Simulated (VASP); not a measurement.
Input of a VASP 6.6.1 run:

The input POSCAR:

```
Ba2VReO6
1.0
    0.0000000000      4.0787620000      4.0787620000
    4.0787620000      0.0000000000      4.0787620000
    4.0787620000      4.0787620000      0.0000000000
Re V O Ba
1 1 6 2
Direct
    0.0000000000      0.0000000000      0.0000000000
    0.5000000000      0.5000000000      0.5000000000
    0.7500000000      0.2500000000      0.2500000000
    0.2500000000      0.7500000000      0.2500000000
    0.2500000000      0.7500000000      0.7500000000
    0.7500000000      0.2500000000      0.7500000000
    0.2500000000      0.2500000000      0.7500000000
    0.7500000000      0.7500000000      0.2500000000
    0.2500000000      0.2500000000      0.2500000000
    0.7500000000      0.7500000000      0.7500000000
```

Contents of INCAR.step1:

```
PREC     = Accurate       # precision mode
ENCUT    = 520            # plane-wave cutoff, eV
ISMEAR   = -1             # smearing method
SIGMA    = 0.1            # smearing width, eV
LREAL    = F              # projectors in reciprocal space
LASPH    = T              # aspherical terms in the spheres
NELM     = 100            # most SCF steps
NBANDS   = 49             # bands
GGA      = PE             # functional
ALGO     = Normal         # electronic algorithm
EDIFF    = 1E-4           # SCF threshold, eV
LWAVE    = T              # write WAVECAR
LCHARG   = F              # write CHGCAR
```

File INCAR.step2:

```
PREC     = Accurate       # precision mode
ENCUT    = 520            # plane-wave cutoff, eV
EDIFF    = 1E-6           # SCF threshold, eV
ISMEAR   = -1             # smearing method
SIGMA    = 0.1            # smearing width, eV
LREAL    = F              # projectors in reciprocal space
LASPH    = T              # aspherical terms in the spheres
NELM     = 100            # most SCF steps
ALGO     = Normal         # electronic algorithm
ISIF     = 2              # what is computed and relaxed
LWAVE    = F              # write WAVECAR
LCHARG   = T              # write CHGCAR
METAGGA  = R2SCAN         # meta-GGA
LMIXTAU  = T            
LELF     = T              # ELF
LVHAR    = T            
NBANDS   = 49             # bands
ISTART   = 1
```

KPOINTS

```
Automatic mesh
0
Gamma
  4 4 4
```

Potentials or basis: VASP PAW PBE potentials, release 64 (Re, V_sv, O, Ba_sv).

Launch:

```bash
$ cat potpaw_PBE.64/Re/POTCAR potpaw_PBE.64/V_sv/POTCAR potpaw_PBE.64/O/POTCAR potpaw_PBE.64/Ba_sv/POTCAR > POTCAR
$ cp INCAR.step1 INCAR
$ mpirun -np 1 vasp_std > vasp.out
$ cp INCAR.step2 INCAR
$ mpirun -np 1 vasp_std > vasp.out
```

Problem. Predict the pressure.

Solution. -10.7 GPa.

Problem. What does it give for the band gap on the k mesh?

Solution. Zero (band 38 reaches 5.76 eV, above the bottom of band 39 at 3.84 eV).

Caveat: the PAW data sets were made with another functional, which shifts forces and pressure a little; spin-orbit coupling is left out, which moves the levels of the heavy elements; the run has no spin polarisation, though such a crystal can be magnetic; semilocal functionals often make such compounds metallic where correlation or magnetic order opens a gap, which also shifts bond lengths. With open d or f shells a metallic result of r2SCAN can be an artefact of self-interaction; +U or a hybrid may open a gap.
